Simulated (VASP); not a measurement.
# K (Im-3m) in VASP: settings compared, part 2 of 2

VASP 6.6.1. Earlier steps stand in the parts before.

### 4 Single point, r2SCAN+D3(BJ)

POSCAR reads:

```
K
1.0
   -2.6105770000      2.6105770000      2.6105770000
    2.6105770000     -2.6105770000      2.6105770000
    2.6105770000      2.6105770000     -2.6105770000
K
1
Direct
    0.0000000000      0.0000000000      0.0000000000
```

INCAR.step1 reads:

```
SYSTEM = K
PREC     = Accurate       ! precision mode
ENCUT    = 520            ! plane-wave cutoff, eV
ISMEAR   = -1             ! smearing method
SIGMA    = 0.1            ! smearing width, eV
LREAL    = .False.        ! projectors in reciprocal space
LASPH    = .True.         ! aspherical terms in the spheres
NELM     = 60             ! most SCF steps
NBANDS   = 10             ! bands
GGA      = PE             ! functional
ALGO     = Normal         ! electronic algorithm
EDIFF    = 1E-4           ! SCF threshold, eV
LWAVE    = .True.         ! write WAVECAR
LCHARG   = .False.        ! write CHGCAR
```

INCAR.step2 reads:

```
SYSTEM = K
PREC     = Accurate       ! precision mode
ENCUT    = 520            ! plane-wave cutoff, eV
EDIFF    = 1E-7           ! SCF threshold, eV
ISMEAR   = -1             ! smearing method
SIGMA    = 0.1            ! smearing width, eV
LREAL    = .False.        ! projectors in reciprocal space
LASPH    = .True.         ! aspherical terms in the spheres
NELM     = 60             ! most SCF steps
ALGO     = Normal         ! electronic algorithm
ISIF     = 2              ! what is computed and relaxed
LWAVE    = .False.        ! write WAVECAR
LCHARG   = .True.         ! write CHGCAR
METAGGA  = R2SCAN         ! meta-GGA
LMIXTAU  = .True.       
IVDW     = 12             ! dispersion correction
VDW_S6   = 1.0          
VDW_S8   = 0.78981345   
VDW_A1   = 0.49484001   
VDW_A2   = 5.73083694   
LELF     = .True.         ! ELF
LVHAR    = .True.       
NBANDS   = 10             ! bands
ISTART   = 1
```

KPOINTS reads:

```
Automatic mesh
0
Gamma
  5 5 5
  0 0 0
```

Potentials or basis: VASP PAW PBE potentials, release 64 (K_sv).

Command:

```sh
cat potpaw_PBE.64/K_sv/POTCAR > POTCAR
cp INCAR.step1 INCAR
mpirun -np 1 vasp_std > vasp.out
cp INCAR.step2 INCAR
mpirun -np 1 vasp_std > vasp.out
```

OUTCAR:

```text
SYSTEM = K
   PREC = Accurate
   ENCUT = 520
   EDIFF = 1E-7
   ISMEAR = -1
   LREAL = .False.
   LASPH = .True.
   NELM = 60
   ISIF = 2
   METAGGA = R2SCAN
   IVDW = 12
   ISTART = 1
 IVDW          = 12

 ion  position               nearest neighbor table
   1  0.000  0.000  0.000-

  LATTYP: Found a body centered cubic cell.
 ALAT       =     5.2211540000

  Lattice vectors:

 A1 = (  -2.6105770000,   2.6105770000,   2.6105770000)
 A2 = (   2.6105770000,  -2.6105770000,   2.6105770000)
 A3 = (   2.6105770000,   2.6105770000,  -2.6105770000)

Analysis of symmetry for initial positions (statically):
=====================================================================
 Subroutine PRICEL returns:
 Original cell was already a primitive cell.

 Routine SETGRP: Setting up the symmetry group for a
 body centered cubic supercell.

 Subroutine GETGRP returns: Found 48 space group operations
 (whereof 48 operations were pure point group operations)
 out of a pool of 48 trial point group operations.

The static configuration has the point symmetry O_h .

Analysis of symmetry for dynamics (positions and initial velocities):
=====================================================================
 Subroutine PRICEL returns:
 Original cell was already a primitive cell.

 Routine SETGRP: Setting up the symmetry group for a
 body centered cubic supercell.

 Subroutine GETGRP returns: Found 48 space group operations
 (whereof 48 operations were pure point group operations)
 out of a pool of 48 trial point group operations.

The dynamic configuration has the point symmetry O_h .

 Subroutine INISYM returns: Found 48 space group operations
 (whereof 48 operations are pure point group operations),
 and found     1 'primitive' translations

----------------------------------------------------------------------------------------

                                     Primitive cell

  volume of cell :      71.1655

  direct lattice vectors                    reciprocal lattice vectors
    -2.610577000  2.610577000  2.610577000     0.000000000  0.191528539  0.191528539
     2.610577000 -2.610577000  2.610577000     0.191528539  0.000000000  0.191528539
     2.610577000  2.610577000 -2.610577000     0.191528539  0.191528539  0.000000000

  length of vectors
     4.521652001  4.521652001  4.521652001     0.270862258  0.270862258  0.270862258

  position of ions in fractional coordinates (direct lattice)
     0.000000000  0.000000000  0.000000000

  ion indices of the primitive-cell ions
   primitive index   ion index
                 1           1

----------------------------------------------------------------------------------------

 KPOINTS: Automatic mesh

Automatic generation of k-mesh.
 Grid dimensions read from file:
 generate k-points for:    5    5    5

 Generating k-lattice:

  Cartesian coordinates                     Fractional coordinates (reciprocal lattice)
     0.000000000  0.038305708  0.038305708     0.200000000  0.000000000  0.000000000
     0.038305708  0.000000000  0.038305708     0.000000000  0.200000000  0.000000000
     0.038305708  0.038305708  0.000000000     0.000000000  0.000000000  0.200000000

  Length of vectors
     0.054172452  0.054172452  0.054172452

  Shift w.r.t. Gamma in fractional coordinates (k-lattice)
     0.000000000  0.000000000  0.000000000

 Subroutine IBZKPT returns following result:
 ===========================================

 Found     10 irreducible k-points:

 Following reciprocal coordinates:
            Coordinates               Weight
  0.000000  0.000000  0.000000      1.000000
  0.200000  0.000000  0.000000     12.000000
  0.400000  0.000000  0.000000     12.000000
  0.200000  0.200000  0.000000     24.000000
  0.400000  0.200000  0.000000     24.000000
  0.200000  0.200000  0.200000      8.000000
 -0.200000  0.200000  0.200000      6.000000
 -0.400000  0.400000  0.200000     24.000000
 -0.400000 -0.400000  0.200000      8.000000
 -0.400000  0.400000  0.400000      6.000000
   k-points           NKPTS =     10   k-points in BZ     NKDIM =     10   number of bands    NBANDS=     10
   number of dos      NEDOS =    301   number of ions     NIONS =      1
   total plane-waves  NPLWV =  46656
   dimension x,y,z NGX =    36 NGY =   36 NGZ =   36
   dimension x,y,z NGXF=    72 NGYF=   72 NGZF=   72
   ions per type =               1
   NGX,Y,Z   is equivalent  to a cutoff of  13.24, 13.24, 13.24 a.u.
   NGXF,Y,Z  is equivalent  to a cutoff of  26.47, 26.47, 26.47 a.u.
 SYSTEM =  K
   PREC   = accura    normal or accurate (medium, high low for compatibility)
   ISTART =      1    job   : 0-new  1-cont  2-samecut
   ICHARG =      0    charge: 1-file 2-atom 10-const
   ISPIN  =      1    spin polarized calculation?
   LNONCOLLINEAR =      F non collinear calculations
   LSORBIT =      F    spin-orbit coupling
   LASPH  =      T    aspherical Exc in radial PAW
   ENCUT  =  520.0 eV  38.22 Ry    6.18 a.u.   8.41  8.41  8.41*2*pi/ulx,y,z
   NELM   =     60;   NELMIN=  2; NELMDL=  0     # of ELM steps
   EDIFF  = 0.1E-06   stopping-criterion for ELM
   LREAL  =      F    real-space projection
   EDIFFG = 0.1E-05   stopping-criterion for IOM
   NSW    =      0    number of steps for IOM
   IBRION =     -1    ionic relax: 0-MD 1-quasi-New 2-CG
   NFREE  =      0    steps in history (QN), initial steepest desc. (CG)
   ISIF   =      2    stress and relaxation
   ISYM   =      2    0-nonsym 1-usesym 2-fastsym
   POTIM  = 0.5000    time-step for ionic-motion
   TEBEG  =    0.0;   TEEND  =   0.0 temperature during run
   PSTRESS=    0.0 pullay stress
   NELECT =       9.0000    total number of electrons
   NUPDOWN=      -1.0000    fix difference up-down
   EMIN   =  10.00;   EMAX   =-10.00  energy-range for DOS
   EFERMI =   0.00;   METHOD = LEGACY
   ISMEAR =    -1;   SIGMA  =   0.10  broadening in eV -4-tet -1-fermi 0-gaus
   EFERMI_NEDOS =   21; number of points for ismear=-14 and -15
   IALGO  =     38    algorithm
   IMIX   =      4    mixing-type and parameters
     AMIX     =   0.40;   BMIX     =  1.00
     AMIX_MAG =   1.60;   BMIX_MAG =  1.00
  volume/ion in A,a.u.               =      71.17       480.25
  Fermi-wavevector in a.u.,A,eV,Ry     =   0.821736  1.552857  9.187342  0.675251
  Thomas-Fermi vector in A             =   1.932948
   LORBIT       =      0    0 simple, 1 ext, 2 COOP (PROOUT), +10 PAW based schemes
   METAGGA = R2SCAN    functional components
   LHFCALC =     F    Hartree Fock is set to
   AEXX    =    0.0000 exact exchange contribution
   IVDW    =    12    specifies the selected vdW correction
   LEPSILON=     F    determine dielectric tensor
   LRPA    =     F    only Hartree local field effects (RPA)
 non-spin polarized calculation
  energy-cutoff  :      520.00
  volume of cell :       71.17
 maximum number of plane-waves:      1961
 NGX is ok and might be reduce to    36
   NGX = 17   NGY = 17   NGZ = 17

 number of electron       9.0000000 magnetization

 Free energy of the ion-electron system (eV)
  ---------------------------------------------------
  ext. energy  EPLUGINS =         0.00000000
  ---------------------------------------------------
  free energy    TOTEN  =        -6.02501356 eV

  energy without entropy =       -5.99783382  energy(sigma->0) =       -6.01142369

 E-fermi :   0.0182     XC(G=0):  -5.9920

 val. band max:       -0.3442076655   @ k =   0.4000   0.0000   0.0000
 cond. band min:       0.0920894845   @ k =  -0.4000   0.4000   0.2000
 fundamental gap:      0.4362971499
 Fermi energy:         0.0182278854

 k-point     1 :       0.0000    0.0000    0.0000
  band No.  band energies     occupation
      1     -33.6255      2.00000
      2     -16.2945      2.00000
      3     -16.2945      2.00000
      4     -16.2945      2.00000
      5      -2.3413      2.00000
      6       4.7971      0.00000
      7       4.7971      0.00000
      8       4.7971      0.00000
      9       5.7756      0.00000
     10       5.7756      0.00000
[... 105 lines left out ...]
 k-point    10 :      -0.4000    0.4000    0.4000
  band No.  band energies     occupation
      1     -33.6173      2.00000
      2     -16.3486      2.00000
      3     -16.3438      2.00000
      4     -16.3438      2.00000
      5       1.1447      0.00003
      6       1.9856      0.00000
      7       3.8322      0.00000
      8       3.8322      0.00000
      9       4.0561      0.00000
     10       6.6999      0.00000

------------------------ aborting loop because EDIFF is reached ----------------------------------------

 Edisp (eV)   -0.05389

 E8    (eV) :    -0.0233

  FORCE on cell =-STRESS in cart. coord.  units (eV):
  Direction    XX          YY          ZZ          XY          YZ          ZX
  --------------------------------------------------------------------------------------
  -------------------------------------------------------------------------------------
  Total       0.06329     0.06329     0.06329     0.00000    -0.00000     0.00000
  in kB       1.42485     1.42485     1.42485     0.00000    -0.00000     0.00000
  external pressure =        1.42 kB  Pullay stress =        0.00 kB

 VOLUME and BASIS-vectors are now :
 -----------------------------------------------------------------------------
  energy-cutoff  :      520.00
  volume of cell :       71.17
      direct lattice vectors                 reciprocal lattice vectors
    -2.610577000  2.610577000  2.610577000     0.000000000  0.191528539  0.191528539
     2.610577000 -2.610577000  2.610577000     0.191528539  0.000000000  0.191528539
     2.610577000  2.610577000 -2.610577000     0.191528539  0.191528539  0.000000000

 POSITION                                       TOTAL-FORCE (eV/Angst)
 -----------------------------------------------------------------------------------
      0.00000      0.00000      0.00000         0.000000      0.000000      0.000000
 -----------------------------------------------------------------------------------
    total drift:                               -0.000000      0.000000      0.000000

  FREE ENERGIE OF THE ION-ELECTRON SYSTEM (eV)
  ---------------------------------------------------
  free  energy   TOTEN  =        -6.0789085225 eV

  energy  without entropy=       -6.0517287910  energy(sigma->0) =       -6.06531866
```

Run time: 27 s. Hardware: 1 thread of Intel Xeon 6975P-C (Granite Rapids), shared host; peak memory 0.2 GiB.

Results:

```
Free energy                : -6.0789 eV
Pressure                   : 0.1 GPa
Dispersion energy per atom : -0.054 eV
```

Levels at points of the mesh, in eV from the Fermi level:
| k point | band 2 | band 3 | band 4 | band 5 | band 6 | band 7 |
| --- | --- | --- | --- | --- | --- | --- |
| (0.00, 0.00, 0.00) | -16.31 | -16.31 | -16.31 | -2.36 | 4.78 | 4.78 |

Caveat: the PAW data sets were made with another functional, which shifts forces and pressure a little; pairwise dispersion overbinds metals, which lowers pressure and volume.
